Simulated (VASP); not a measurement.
Here is a VASP 6.6.1 calculation.

INCAR

```
PREC = Accurate
ENCUT = 520
EDIFF = 1E-6
ISMEAR = 0
SIGMA = 0.1
LREAL = False
LASPH = True
NELM = 60
ALGO = Normal
ISIF = 2
LWAVE = False
LCHARG = True
GGA = PS
LELF = True
LVHAR = True
NBANDS = 10
```

The input KPOINTS:

```
Automatic mesh
0
Gamma
  19 19 19
```

The input POSCAR:

```
Os
1.0
    0.0000000000      1.9100734757      1.9100734757
    1.9100734757      0.0000000000      1.9100734757
    1.9100734757      1.9100734757      0.0000000000
Os
1
Direct
    0.0000000000      0.0000000000      0.0000000000
```

Potentials or basis: VASP PAW PBE potentials, release 64 (Os).

Command:

```console
$ cat potpaw_PBE.64/Os/POTCAR > POTCAR
$ mpirun -np 1 vasp_std > vasp.out
```

Q: Estimate the band gap on the k mesh.

A: Zero (bands 4 and 5 overlap by 3.85 eV).

Q: What does it give for the pressure?

A: 0.6 GPa.

Caveat: the PAW data sets were made with another functional, which shifts forces and pressure a little; spin-orbit coupling is left out, which moves the levels of the heavy elements.
